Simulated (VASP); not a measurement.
# ZnS (P6_3mc) in VASP: single point with r2SCAN

Aim: the single point of ZnS with r2SCAN.

All numbers are computed with VASP 6.6.1; they aren't measurements. Logs are shortened: lines on timing, memory, paths and dates and some standing lists are left out, and cuts for length are marked.

## Step 1: The cell of the first run

Symmetry: P6_3mc, No. 186, hexagonal system. Conventional cell: a = 3.808 Å, b = 3.808 Å, c = 12.466 Å, α = 90.00°, β = 90.00°, γ = 120.00°. Within 3.1 Å of Zn (site symmetry 3m) lie 4 S at 2.33 Å. Zn (site symmetry 3m) has 4 S at 2.33 to 2.34 Å within 3.1 Å. S (site symmetry 3m) has 4 Zn at 2.33 Å within 3.1 Å. Within 3.1 Å of S (site symmetry 3m) lie 4 Zn at 2.33 to 2.34 Å.

## Step 2: Single point, r2SCAN

File POSCAR:

```
ZnS
1.0
    3.8076113006      0.0000000000      0.0000000000
   -1.9038056503      3.2974881140      0.0000000000
    0.0000000000      0.0000000000     12.4658238808
Zn S
4 4
Direct
    0.0000000000      0.0000000000      0.0001052062
    0.3333333333      0.6666666667      0.2500673645
    0.0000000000      0.0000000000      0.5001052062
    0.6666666667      0.3333333333      0.7500673645
    0.0000000000      0.0000000000      0.1872391008
    0.3333333333      0.6666666667      0.4375883287
    0.0000000000      0.0000000000      0.6872391008
    0.6666666667      0.3333333333      0.9375883287
```

File INCAR.step1:

```
PREC = Accurate ; ENCUT = 520
ISMEAR = 0 ; SIGMA = 0.01
LREAL = F ; LASPH = T
NELM = 100 ; NBANDS = 46
GGA = PE ; ALGO = Normal
EDIFF = 1E-4 ; LWAVE = T
LCHARG = F
```

File INCAR.step2:

```
PREC = Accurate ; ENCUT = 520
EDIFF = 1E-6 ; ISMEAR = 0
SIGMA = 0.01 ; LREAL = F
LASPH = T ; NELM = 100
ALGO = Normal ; ISIF = 2
LWAVE = F ; LCHARG = T
METAGGA = R2SCAN ; LMIXTAU = T
LELF = T ; LVHAR = T
NBANDS = 46 ; ISTART = 1
```

File KPOINTS:

```
regular mesh
0
Gamma
  6 6 2
```

Potentials or basis: VASP PAW PBE potentials, release 64 (Zn, S).

Run with:

```bash
$ cat potpaw_PBE.64/Zn/POTCAR potpaw_PBE.64/S/POTCAR > POTCAR
$ cp INCAR.step1 INCAR
$ mpirun -np 1 vasp_std > vasp.out
$ cp INCAR.step2 INCAR
$ mpirun -np 1 vasp_std > vasp.out
```

OUTCAR:

```text
PREC = Accurate
   ENCUT = 520
   EDIFF = 1E-6
   ISMEAR = 0
   LREAL = F
   LASPH = T
   NELM = 100
   ISIF = 2
   METAGGA = R2SCAN
   ISTART = 1

 ion  position               nearest neighbor table
   1  0.000  0.000  0.000-   8 2.33   8 2.33   8 2.33   5 2.33
   2  0.333  0.667  0.250-   5 2.33   5 2.33   5 2.33   6 2.34
   3  0.000  0.000  0.500-   6 2.33   6 2.33   6 2.33   7 2.33
   4  0.667  0.333  0.750-   7 2.33   7 2.33   7 2.33   8 2.34
   5  0.000  0.000  0.187-   1 2.33   2 2.33   2 2.33   2 2.33
   6  0.333  0.667  0.438-   3 2.33   3 2.33   3 2.33   2 2.34
   7  0.000  0.000  0.687-   3 2.33   4 2.33   4 2.33   4 2.33
   8  0.667  0.333  0.938-   1 2.33   1 2.33   1 2.33   4 2.34

  LATTYP: Found a hexagonal cell.
 ALAT       =     3.8076113006
 C/A-ratio  =     3.2739223877

  Lattice vectors:

 A1 = (   3.8076113006,   0.0000000000,   0.0000000000)
 A2 = (  -1.9038056503,   3.2974881140,   0.0000000000)
 A3 = (   0.0000000000,   0.0000000000,  12.4658238808)

Analysis of symmetry for initial positions (statically):
=====================================================================
 Subroutine PRICEL returns:
 Original cell was already a primitive cell.

 Routine SETGRP: Setting up the symmetry group for a
 hexagonal supercell.

 Subroutine GETGRP returns: Found 12 space group operations
 (whereof  6 operations were pure point group operations)
 out of a pool of 24 trial point group operations.

The static configuration has the point symmetry C_3v.
 The point group associated with its full space group is C_6v.

Analysis of symmetry for dynamics (positions and initial velocities):
=====================================================================
 Subroutine PRICEL returns:
 Original cell was already a primitive cell.

 Routine SETGRP: Setting up the symmetry group for a
 hexagonal supercell.

 Subroutine GETGRP returns: Found 12 space group operations
 (whereof  6 operations were pure point group operations)
 out of a pool of 24 trial point group operations.

The dynamic configuration has the point symmetry C_3v.
 The point group associated with its full space group is C_6v.

 Subroutine INISYM returns: Found 12 space group operations
 (whereof  6 operations are pure point group operations),
 and found     1 'primitive' translations

----------------------------------------------------------------------------------------

                                     Primitive cell

  volume of cell :     156.5153

  direct lattice vectors                    reciprocal lattice vectors
     3.807611301  0.000000000  0.000000000     0.262631850  0.151630569  0.000000000
    -1.903805650  3.297488114  0.000000000     0.000000000  0.303261139  0.000000000
     0.000000000  0.000000000 12.465823881     0.000000000  0.000000000  0.080219327

  length of vectors
     3.807611301  3.807611301 12.465823881     0.303261139  0.303261139  0.080219327

  position of ions in fractional coordinates (direct lattice)
     0.000000000  0.000000000  0.000105206
     0.333333333  0.666666667  0.250067364
     0.000000000  0.000000000  0.500105206
     0.666666667  0.333333333  0.750067364
     0.000000000  0.000000000  0.187239101
     0.333333333  0.666666667  0.437588329
     0.000000000  0.000000000  0.687239101
     0.666666667  0.333333333  0.937588329

  ion indices of the primitive-cell ions
   primitive index   ion index
                 1           1
                 2           2
                 3           3
                 4           4
                 5           5
                 6           6
                 7           7
                 8           8

----------------------------------------------------------------------------------------

 KPOINTS: regular mesh

Automatic generation of k-mesh.
 Grid dimensions read from file:
 generate k-points for:    6    6    2

 Generating k-lattice:

  Cartesian coordinates                     Fractional coordinates (reciprocal lattice)
     0.043771975  0.025271762  0.000000000     0.166666667  0.000000000  0.000000000
     0.000000000  0.050543523  0.000000000     0.000000000  0.166666667  0.000000000
     0.000000000  0.000000000  0.040109663     0.000000000  0.000000000  0.500000000

  Length of vectors
     0.050543523  0.050543523  0.040109663

  Shift w.r.t. Gamma in fractional coordinates (k-lattice)
     0.000000000  0.000000000  0.000000000

 Subroutine IBZKPT returns following result:
 ===========================================

 Found     14 irreducible k-points:

 Following reciprocal coordinates:
            Coordinates               Weight
  0.000000  0.000000  0.000000      1.000000
  0.166667 -0.000000  0.000000      6.000000
  0.333333 -0.000000  0.000000      6.000000
  0.500000 -0.000000  0.000000      3.000000
  0.166667  0.166667  0.000000      6.000000
  0.333333  0.166667  0.000000     12.000000
  0.333333  0.333333  0.000000      2.000000
  0.000000  0.000000  0.500000      1.000000
  0.166667 -0.000000  0.500000      6.000000
  0.333333 -0.000000  0.500000      6.000000
  0.500000 -0.000000  0.500000      3.000000
  0.166667  0.166667  0.500000      6.000000
  0.333333  0.166667  0.500000     12.000000
  0.333333  0.333333  0.500000      2.000000
   k-points           NKPTS =     14   k-points in BZ     NKDIM =     14   number of bands    NBANDS=     46
   number of dos      NEDOS =    301   number of ions     NIONS =      8
   total plane-waves  NPLWV =  75264
   dimension x,y,z NGX =    28 NGY =   28 NGZ =   96
   dimension x,y,z NGXF=    56 NGYF=   56 NGZF=  192
   ions per type =               4   4
   NGX,Y,Z   is equivalent  to a cutoff of  12.23, 12.23, 12.80 a.u.
   NGXF,Y,Z  is equivalent  to a cutoff of  24.45, 24.45, 25.61 a.u.
 SYSTEM =  unknown system
   PREC   = accura    normal or accurate (medium, high low for compatibility)
   ISTART =      1    job   : 0-new  1-cont  2-samecut
   ICHARG =      0    charge: 1-file 2-atom 10-const
   ISPIN  =      1    spin polarized calculation?
   LNONCOLLINEAR =      F non collinear calculations
   LSORBIT =      F    spin-orbit coupling
   LASPH  =      T    aspherical Exc in radial PAW
   ENCUT  =  520.0 eV  38.22 Ry    6.18 a.u.   7.08  7.08 23.18*2*pi/ulx,y,z
   NELM   =    100;   NELMIN=  2; NELMDL=  0     # of ELM steps
   EDIFF  = 0.1E-05   stopping-criterion for ELM
   LREAL  =      F    real-space projection
   EDIFFG = 0.1E-04   stopping-criterion for IOM
   NSW    =      0    number of steps for IOM
   IBRION =     -1    ionic relax: 0-MD 1-quasi-New 2-CG
   NFREE  =      0    steps in history (QN), initial steepest desc. (CG)
   ISIF   =      2    stress and relaxation
   ISYM   =      2    0-nonsym 1-usesym 2-fastsym
   POTIM  = 0.5000    time-step for ionic-motion
   TEBEG  =    0.0;   TEEND  =   0.0 temperature during run
   PSTRESS=    0.0 pullay stress
   NELECT =      72.0000    total number of electrons
   NUPDOWN=      -1.0000    fix difference up-down
   EMIN   =  10.00;   EMAX   =-10.00  energy-range for DOS
   EFERMI =   0.00;   METHOD = LEGACY
   ISMEAR =     0;   SIGMA  =   0.01  broadening in eV -4-tet -1-fermi 0-gaus
   EFERMI_NEDOS =   21; number of points for ismear=-14 and -15
   IALGO  =     38    algorithm
   IMIX   =      4    mixing-type and parameters
     AMIX     =   0.40;   BMIX     =  1.00
     AMIX_MAG =   1.60;   BMIX_MAG =  1.00
  volume/ion in A,a.u.               =      19.56       132.03
  Fermi-wavevector in a.u.,A,eV,Ry     =   1.263766  2.388172 21.729931  1.597105
  Thomas-Fermi vector in A             =   2.397106
   LORBIT       =      0    0 simple, 1 ext, 2 COOP (PROOUT), +10 PAW based schemes
   METAGGA = R2SCAN    functional components
   LHFCALC =     F    Hartree Fock is set to
   AEXX    =    0.0000 exact exchange contribution
   IVDW    =     0    specifies the selected vdW correction
   LEPSILON=     F    determine dielectric tensor
   LRPA    =     F    only Hartree local field effects (RPA)
 non-spin polarized calculation
 Gauss-broadening in eV      SIGMA  =   0.01
  energy-cutoff  :      520.00
  volume of cell :      156.52
 maximum number of plane-waves:      4239
   NGX = 15   NGY = 15   NGZ = 47

 number of electron      71.9999975 magnetization

 Free energy of the ion-electron system (eV)
  ---------------------------------------------------
  ext. energy  EPLUGINS =         0.00000000
  ---------------------------------------------------
  free energy    TOTEN  =       -75.45136963 eV

  energy without entropy =      -75.45136963  energy(sigma->0) =      -75.45136963

 E-fermi :   2.0215     XC(G=0): -10.3222

 val. band max:        1.9198666337   @ k =   0.0000   0.0000   0.0000
 cond. band min:       4.6734946193   @ k =   0.0000   0.0000   0.0000
 fundamental gap:      2.7536279856
 Fermi energy:         2.0214661235

 k-point     1 :       0.0000    0.0000    0.0000
  band No.  band energies     occupation
      1     -11.8286      2.00000
      2     -11.3951      2.00000
      3     -11.3844      2.00000
      4     -10.8667      2.00000
      5      -4.6170      2.00000
      6      -4.6100      2.00000
[... 38 lines left out ...]
     45       9.0513      0.00000
     46       9.2952      0.00000

 k-point     2 :       0.1667   -0.0000    0.0000
  band No.  band energies     occupation
      1     -11.6400      2.00000
      2     -11.2407      2.00000
      3     -11.2299      2.00000
      4     -10.7650      2.00000
      5      -4.6245      2.00000
      6      -4.6034      2.00000
[... 38 lines left out ...]
     45       9.2052      0.00000
     46       9.2819      0.00000

 k-point     3 :       0.3333   -0.0000    0.0000
  band No.  band energies     occupation
      1     -11.1875      2.00000
      2     -10.9007      2.00000
      3     -10.8904      2.00000
      4     -10.5831      2.00000
      5      -4.6345      2.00000
      6      -4.5791      2.00000
[... 38 lines left out ...]
     45       9.4226      0.00000
     46      10.0158      0.00000

 k-point     4 :       0.5000   -0.0000    0.0000
  band No.  band energies     occupation
      1     -10.8724      2.00000
      2     -10.7124      2.00000
      3     -10.7058      2.00000
      4     -10.5428      2.00000
      5      -4.6331      2.00000
      6      -4.5352      2.00000
[... 430 lines left out ...]
     45       9.4891      0.00000
     46       9.4891      0.00000

 k-point    13 :       0.3333    0.1667    0.5000
  band No.  band energies     occupation
      1     -10.8372      2.00000
      2     -10.8372      2.00000
      3     -10.5874      2.00000
      4     -10.5874      2.00000
      5      -4.5439      2.00000
      6      -4.5439      2.00000
[... 38 lines left out ...]
     45       9.7697      0.00000
     46       9.7697      0.00000

 k-point    14 :       0.3333    0.3333    0.5000
  band No.  band energies     occupation
      1     -10.6287      2.00000
      2     -10.6287      2.00000
      3     -10.6141      2.00000
      4     -10.6141      2.00000
      5      -4.5284      2.00000
      6      -4.5284      2.00000
[... 38 lines left out ...]
     45       9.9979      0.00000
     46       9.9979      0.00000

------------------------ aborting loop because EDIFF is reached ----------------------------------------

  FORCE on cell =-STRESS in cart. coord.  units (eV):
  Direction    XX          YY          ZZ          XY          YZ          ZX
  --------------------------------------------------------------------------------------
  -------------------------------------------------------------------------------------
  Total        0.0672926      0.0672926      0.0554437      0.0000000      0.0000000      0.0000000
  in kB        0.6888442      0.6888442      0.5675524      0.0000000      0.0000000      0.0000000
  external PRESSURE =       0.6484136 kB  Pullay stress =       0.0000000 kB

 VOLUME and BASIS-vectors are now :
 -----------------------------------------------------------------------------
  energy-cutoff  :      520.00
  volume of cell :      156.52
      direct lattice vectors                 reciprocal lattice vectors
     3.807611301  0.000000000  0.000000000     0.262631850  0.151630569  0.000000000
    -1.903805650  3.297488114  0.000000000     0.000000000  0.303261139  0.000000000
     0.000000000  0.000000000 12.465823881     0.000000000  0.000000000  0.080219327

 POSITION                                       TOTAL-FORCE (eV/Angst)
 -----------------------------------------------------------------------------------
      0.00000      0.00000      0.00131        -0.000000      0.000000     -0.003209
     -0.00000      2.19833      3.11730        -0.000000      0.000000     -0.006125
      0.00000      0.00000      6.23422        -0.000000      0.000000     -0.003209
      1.90381      1.09916      9.35021         0.000000     -0.000000     -0.006125
      0.00000      0.00000      2.33409        -0.000000      0.000000      0.004996
     -0.00000      2.19833      5.45490        -0.000000      0.000000      0.004339
      0.00000      0.00000      8.56700        -0.000000      0.000000      0.004996
      1.90381      1.09916     11.68781        -0.000000      0.000000      0.004339
 -----------------------------------------------------------------------------------
    total drift:                               -0.000001     -0.000002     -0.062352

  FREE ENERGIE OF THE ION-ELECTRON SYSTEM (eV)
  ---------------------------------------------------
  free  energy   TOTEN  =       -75.4513696349 eV

  energy  without entropy=      -75.4513696349  energy(sigma->0) =      -75.45136963
```

Run time: 12 min. Hardware: 1 thread of AMD EPYC, shared host; peak memory 0.29 GiB.

Results:

```yaml
Free_energy: -75.4514 eV
Pressure: 0.1 GPa
Largest_force: 0.006 eV/Å
Band_gap_on_the_k_mesh: 2.75 eV
```

Forces in eV/Å, atoms in the order of the input:
```
Zn   0.000  0.000 -0.003
Zn   0.000  0.000 -0.006
Zn   0.000  0.000 -0.003
Zn   0.000  0.000 -0.006
S    0.000  0.000  0.005
S    0.000  0.000  0.004
S    0.000  0.000  0.005
S    0.000  0.000  0.004
```

Caveat: the PAW data sets were made with another functional, which shifts forces and pressure a little.
